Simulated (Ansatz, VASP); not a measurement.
**TiAl in VASP and in Ansatz**

INCAR

```
  PREC = Accurate
  ENCUT = 520
  EDIFF = 1E-6
  ISMEAR = 0
  SIGMA = 0.15
  LREAL = F
  LASPH = T
  NELM = 60
  ALGO = Fast
  ISIF = 2
  LWAVE = F
  LCHARG = F
  GGA = PS
  NBANDS = 14
```

KPOINTS

```
Automatic mesh
0
Gamma
  20 20 20
```

The input POSCAR:

```
TiAl
1.0
    3.1091269662      0.0000000000      0.0000000000
    0.0000000000      3.1091269662      0.0000000000
    0.0000000000      0.0000000000      3.1564740774
Ti Al
1 1
Direct
    0.0000000000      0.0000000000      0.0000000000
    0.5000000000      0.5000000000      0.5000000000
```

Input for Ansatz:

```yaml
crystal:
  lattice:
    - [3.1091269662, 0.0, 0.0]
    - [0.0, 3.1091269662, 0.0]
    - [0.0, 0.0, 3.1564740774]
  atoms:
    - { symbol: Ti, position: [0.0, 0.0, 0.0] }
    - { symbol: Al, position: [0.5, 0.5, 0.5] }
basis:
  ecutwfc: 420
kpoints:
  mp_grid: { grid: [20, 20, 20] }
hamiltonian:
  xc: pbesol
scf:
  occupations: { method: gaussian, width: 0.15 }
output:
  forces: true
  stress: true
  eigenvalues: true
```

Change from the starting cell: strain -0.015 along x and y, +0.000 along z, atoms carried along.

Alike in both runs: task single point; functional PBEsol; k mesh 20 × 20 × 20; occupations gaussian, width 0.15 eV; no spin polarisation.

|  | VASP | Ansatz |
| --- | --- | --- |
| version | VASP 6.6.1 | Ansatz 0.2.0 |
| potentials or method | VASP PAW PBE potentials, release 64 (Ti_sv, Al), cutoff 520 eV | scalar-relativistic, plane waves, PAW |
| valence electrons in the cell | 15 | 15 |

```tsv
	VASP	Ansatz	Ansatz less VASP
gap on the k mesh at the Fermi level (eV)	none	none	-
pressure (GPa)	3.9	3.8	-0.04
traceless stress, the component that is largest in VASP (GPa)	0.65	0.65	-0.001
```

VASP's potentials were made for PBE, not for PBEsol. A gap of «none» marks a metal or a gap that the smearing closes.
